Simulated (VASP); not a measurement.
## HoAuF4: relaxation of shape and atoms at fixed volume with PBE

HoAuF4:

```
Ho Au F
1.0
     4.27479    0.01213    0.09013
    -0.00551    4.27548    0.10876
    -1.66348   -1.87113    7.48960
Ho Au F
1 1 4
Direct
  0.50000 0.00000 0.00000
  0.50000 0.00000 0.50000
  0.00000 0.00000 0.00000
  0.50000 0.50000 0.00000
  0.60144 0.11269 0.28334
  0.39856 0.88731 0.71666
```

| Property | Result |
| --- | --- |
| Program | VASP 6.6.1 |
| Task | relaxation of shape and atoms at fixed volume |
| Functional | PBE |
| Potentials or basis | VASP PAW PBE potentials, release 64 (Ho_3, Au, F), 4f in core |
| Cutoff | 600 eV |
| k mesh | 6 × 6 × 4 |
| Occupations | gaussian, width 0.02 eV |
| Spin | no spin polarisation |
| Dipole correction | no |
| Further INCAR settings | ALGO = Normal; EDIFF = 1e-07; IBRION = 2; EDIFFG = -0.01; NSW = 50; ISIF = 4 |

```json
{
  "Energy gained by relaxing": "8.5 meV/atom",
  "Ionic steps": "15",
  "Pressure after relaxing": "0.3 GPa",
  "Largest force after relaxing": "0.009 eV/Å",
  "Band gap on the k mesh": "2.83 eV (least direct gap 3.38 eV)"
}
```

Forces on the atoms (eV/Å):
```
Ho   0.000  0.000  0.000
Au   0.000  0.000  0.000
F    0.000  0.000  0.000
F    0.000  0.000  0.000
F    0.004  0.003  0.007
F   -0.004 -0.003 -0.007
```

Stress tensor (GPa, compression positive):
```
 0.31 -0.01 -0.04
-0.01  0.37 -0.04
-0.04 -0.04  0.27
```

The path:
| step | energy change (eV) | largest force (eV/Å) | pressure (GPa) | volume (Å³) |
| --- | --- | --- | --- | --- |
| 1 | 0.0000 | 0.2280 | 2.82 | 138.40 |
| 2 | -0.0096 | 0.1667 | 2.36 | 138.40 |
| 3 | -0.0102 | 0.1575 | 2.23 | 138.40 |
| 4 | -0.0190 | 0.1250 | 1.97 | 138.40 |
| 5 | -0.0380 | 0.0656 | 1.18 | 138.40 |
| 6 | -0.0388 | 0.0348 | -0.51 | 138.40 |
| 7 | -0.0450 | 0.0339 | 0.38 | 138.40 |
| 8 | -0.0456 | 0.1200 | 0.62 | 138.40 |
| 9 | -0.0467 | 0.0807 | 0.52 | 138.40 |
| 10 | -0.0482 | 0.0606 | 0.47 | 138.40 |
| 11 | -0.0497 | 0.0622 | 0.37 | 138.40 |
| 12 | -0.0505 | 0.0191 | 0.36 | 138.40 |
| 13 | -0.0506 | 0.0353 | 0.35 | 138.40 |
| 14 | -0.0506 | 0.0224 | 0.35 | 138.40 |
| 15 | -0.0508 | 0.0087 | 0.32 | 138.40 |

Final structure:
```yaml
crystal:
  lattice:
    - [4.33607, 0.01931, 0.01023]
    - [0.00109, 4.33557, 0.02053]
    - [-1.83032, -2.05594, 7.34772]
  atoms:
    - { symbol: Ho, position: [0.50000, 0.00000, 0.00000] }
    - { symbol: Au, position: [0.50000, 0.00000, 0.50000] }
    - { symbol: F, position: [0.00000, 0.00000, 0.00000] }
    - { symbol: F, position: [0.50000, 0.50000, 0.00000] }
    - { symbol: F, position: [0.62329, 0.13704, 0.29617] }
    - { symbol: F, position: [0.37671, 0.86296, 0.70383] }
```

Levels at points of the mesh, in eV from the valence-band top:
| k point | band 20 | band 21 | band 22 | band 23 | band 24 | band 25 | band 26 | band 27 | band 28 |
| --- | --- | --- | --- | --- | --- | --- | --- | --- | --- |
| (0.00, 0.00, 0.00) | -0.85 | -0.73 | -0.66 | -0.57 | -0.54 | 2.83 | 5.60 | 5.96 | 6.00 |
| (0.50, 0.00, 0.00) | -0.83 | -0.76 | -0.61 | -0.47 | -0.21 | 3.74 | 5.41 | 6.11 | 6.53 |
| (0.00, 0.50, 0.00) | -0.84 | -0.76 | -0.61 | -0.48 | -0.25 | 3.77 | 5.50 | 6.11 | 6.53 |
| (0.50, 0.50, 0.00) | -0.85 | -0.68 | -0.56 | -0.43 | -0.04 | 4.48 | 6.37 | 6.55 | 6.92 |
| (0.00, 0.00, 0.50) | -0.85 | -0.73 | -0.58 | -0.48 | -0.46 | 3.44 | 4.76 | 5.59 | 5.93 |
| (0.50, 0.00, 0.50) | -0.83 | -0.76 | -0.49 | -0.42 | -0.19 | 4.18 | 5.40 | 6.05 | 6.46 |
| (0.00, 0.50, 0.50) | -0.84 | -0.76 | -0.49 | -0.42 | -0.22 | 4.18 | 5.48 | 6.06 | 6.46 |
| (0.50, 0.50, 0.50) | -0.86 | -0.69 | -0.44 | -0.41 | 0.00 | 4.81 | 6.20 | 6.58 | 6.87 |

Wall time 26 min on 1 thread of AMD EPYC 9R45 96-Core Processor (Zen 5) (shared host), peak memory 0.52 GiB.

Caveat: spin-orbit coupling is left out, which moves the levels of the heavy elements; the 4f electrons are frozen in the core, so they carry no moment and show no levels. A k mesh can miss the band edges.
